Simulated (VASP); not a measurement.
Wanted: the native input for a VASP 6.6.1 run.

| Item | Value |
| --- | --- |
| Task | single point |
| Functional | slater exchange, lda correlation |
| Potentials or basis | VASP PAW PBE potentials, release 64 (Al, Nb_sv) |
| Cutoff | 400 eV |
| k mesh | 5 × 4 × 5, shifted |
| Occupations | fermi-dirac, width 0.1 eV |
| Spin | no spin polarisation |
| Dipole correction | no |
| Further INCAR settings | ALGO = Normal; EDIFF = 1e-06; NBANDS = 24 |

The structure of NbAl lies in POSCAR:

```
NbAl
1.0
    3.6337190000      0.0681330000      0.7190370000
   -0.1750470000      4.6616260000     -0.0256910000
    0.2904920000      0.4684830000      3.9081060000
Al Nb
2 2
Direct
    0.9635730000      0.4346800000      0.1936200000
    0.0271720000      0.9097150000      0.9544180000
    0.4106490000      0.7522950000      0.3861380000
    0.5704040000      0.2743410000      0.8126100000
```

The input as run:

INCAR

```
ALGO = Normal
EDIFF = 1E-6
ENCUT = 400
GGA = LIBXC
GGA_COMPAT = False
ISIF = 2
ISMEAR = -1
LASPH = True
LCHARG = False
LIBXC1 = LDA_X
LIBXC2 = LDA_C_PW
LREAL = False
LWAVE = False
NBANDS = 24
NELM = 120
PREC = Accurate
SIGMA = 0.1
```

KPOINTS

```
Automatic mesh
0
Gamma
  5 4 5
  0 0.5 0.5
```

Potentials or basis: VASP PAW PBE potentials, release 64 (Al, Nb_sv).

Launch:

```bash
$ cat potpaw_PBE.64/Al/POTCAR potpaw_PBE.64/Nb_sv/POTCAR > POTCAR
$ mpirun -np 1 vasp_std > vasp.out
```

Results of the run:

```json
{"Pressure": "18.5 GPa", "Largest force": "2.437 eV/Å", "Band gap on the k mesh": "zero (bands 16 and 17 overlap by 0.14 eV)"}
```

Caveat: the PAW data sets were made with another functional, which shifts forces and pressure a little.

Wall time 96 s on 1 thread of AMD EPYC 7R13 (shared host), peak memory 0.15 GiB.
